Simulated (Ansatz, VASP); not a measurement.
# CoO in VASP and in Ansatz

The input INCAR:

```
PREC     = Accurate       # precision mode
ENCUT    = 600            # plane-wave cutoff, eV
EDIFF    = 1E-6           # SCF threshold, eV
ISMEAR   = 0              # smearing method
SIGMA    = 0.05           # smearing width, eV
LREAL    = F              # projectors in reciprocal space
LASPH    = T              # aspherical terms in the spheres
NELM     = 200            # most SCF steps
ALGO     = Normal         # electronic algorithm
ISIF     = 2              # what is computed and relaxed
LWAVE    = F              # write WAVECAR
LCHARG   = T              # write CHGCAR
ISPIN    = 2              # spin polarisation
MAGMOM   = 2.78 0.35      # initial moments
LORBIT   = 11             # projections on sites
LMAXMIX  = 4              # l up to which the mixer works
LDAU     = T              # DFT+U
LDAUTYPE = 2            
LDAUL    = 2 -1           # shell
LDAUU    = 1 0            # U, eV
LDAUJ    = 0 0          
LDAUPRINT= 1            
GGA      = PS             # functional
LELF     = T              # ELF
LVHAR    = T            
NBANDS   = 22             # bands
GGA_COMPAT= F
```

File KPOINTS:

```
regular mesh
0
Gamma
  8 8 8
```

Contents of POSCAR:

```
CoO
1.0
    0.0000000000      2.1315016600      2.1315016600
    2.1315016600      0.0000000000      2.1315016600
    2.1315016600      2.1315016600      0.0000000000
Co O
1 1
Direct
    0.0000000000      0.0000000000      0.0000000000
    0.5000000000      0.5000000000      0.5000000000
```

Input for Ansatz:

```yaml
crystal:
  lattice:
    - [0.0, 2.13150166, 2.13150166]
    - [2.13150166, 0.0, 2.13150166]
    - [2.13150166, 2.13150166, 0.0]
  atoms:
    - { symbol: Co, position: [0.0, 0.0, 0.0], spin: 1.0 }
    - { symbol: O, position: [0.5, 0.5, 0.5] }
basis:
  ecutwfc: 420
  ecutrho_ratio: 4
kpoints:
  mp_grid: { grid: [8, 8, 8] }
hamiltonian:
  xc: pbesol
  hubbard:
    sites:
      - { site: 0, l: d, u_eff: 1.0, starting_ns: [{ spin: up, occupation_matrix: s0up }, { spin: down, occupation_matrix: s0down }] }
    occupation_matrices:
      s0up:
        matrix:
          - [0.02, 0.0, 0.0, 0.0, 0.0]
          - [0.0, 0.97, 0.0, 0.0, 0.0]
          - [0.0, 0.0, 0.97, 0.0, 0.0]
          - [0.0, 0.0, 0.0, 0.97, 0.0]
          - [0.0, 0.0, 0.0, 0.0, 0.97]
      s0down:
        matrix:
          - [0.97, 0.0, 0.0, 0.0, 0.0]
          - [0.0, 0.02, 0.0, 0.0, 0.0]
          - [0.0, 0.0, 0.97, 0.0, 0.0]
          - [0.0, 0.0, 0.0, 0.97, 0.0]
          - [0.0, 0.0, 0.0, 0.0, 0.02]
    ns_hold: { iters: 5 }
scf:
  occupations: { method: gaussian, width: 0.05 }
  lower_state_search: "off"
  max_iter: 150
output:
  forces: true
  stress: true
  eigenvalues: true
  populations: true
  hubbard: { sites: [{ site: 0, l: d }] }
magnetization:
  spin_polarized: true
```

Alike in both runs: task single point; functional PBEsol; k mesh 8 × 8 × 8; occupations gaussian, width 0.05 eV; collinear spin; Hubbard terms Co d U = 1.0 eV.

```csv
,VASP,Ansatz
version,VASP 6.6.1,Ansatz 0.2.0
potentials or method,"VASP PAW PBE potentials, release 64 (Co_sv, O), cutoff 600 eV","scalar-relativistic, plane waves, PAW"
valence electrons in the cell,23,23
```

|  | VASP | Ansatz | Ansatz less VASP |
| --- | --- | --- | --- |
| gap on the k mesh at the Fermi level (eV) | none | none | - |
| pressure (GPa) | -12.5 | -9.3 | +3.25 |
| traceless stress, the component that is largest in VASP (GPa) | 0.00 | -4.94 | -4.945 |
| net moment per atom (μB) | 1.50 | 1.48 | -0.019 |
| size of the moment on the site where the two differ most (μB) | 2.60 | 2.52 | -0.077 |

VASP's potentials were made for PBE, not for PBEsol. Site moments also hang on the region over which each program counts them. The programs project onto different local orbitals, so the same U acts differently, and such runs can settle in different states. A gap of «none» marks a metal or a gap that the smearing closes. Ansatz's warnings: filled band counts differ across k points, specified occupation not kept, symmetry narrowed by occupation matrices.
